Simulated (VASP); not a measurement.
Crystal: Fe.

```
Fe
1.0
     2.22014    0.00000    0.00000
     0.00000    2.22014    0.00000
     0.00000    0.00000    2.22014
Fe
1
Cartesian
  0.0000 0.0000 0.0000
```

This cell differs from its parent crystal: volume scaled by 0.92.

Base run:

```yaml
Program: VASP 6.6.1
Functional: revPBE
Potentials_or_basis: VASP PAW PBE potentials, release 64 (Fe_sv)
Cutoff: 600 eV
k_mesh: 15 × 15 × 15
Occupations: fermi-dirac, width 0.1 eV
Spin: no spin polarisation
```

Its results: band gap on the k mesh zero (band 8 reaches 15.33 eV, above the bottom of band 9 at 12.36 eV); pressure 15.8 GPa.

The run is repeated on the same cell with these changes: potentials or basis from VASP PAW PBE potentials, release 64 (Fe_sv) to VASP PAW PBE potentials, release 64 (Fe); cutoff from 600 eV to 520 eV; further incar settings from ALGO = Normal; EDIFF = 1e-06; NBANDS = 14 to ALGO = Normal; EDIFF = 1e-06; NBANDS = 10; valence electrons from 16 to 8. What comes out?

Band gap on the k mesh zero (band 4 reaches 8.80 eV, above the bottom of band 5 at 5.85 eV); pressure 18.3 GPa.

Caveats: the PAW data sets were made with another functional, which shifts forces and pressure a little; the run has no spin polarisation, though such a crystal can be magnetic.
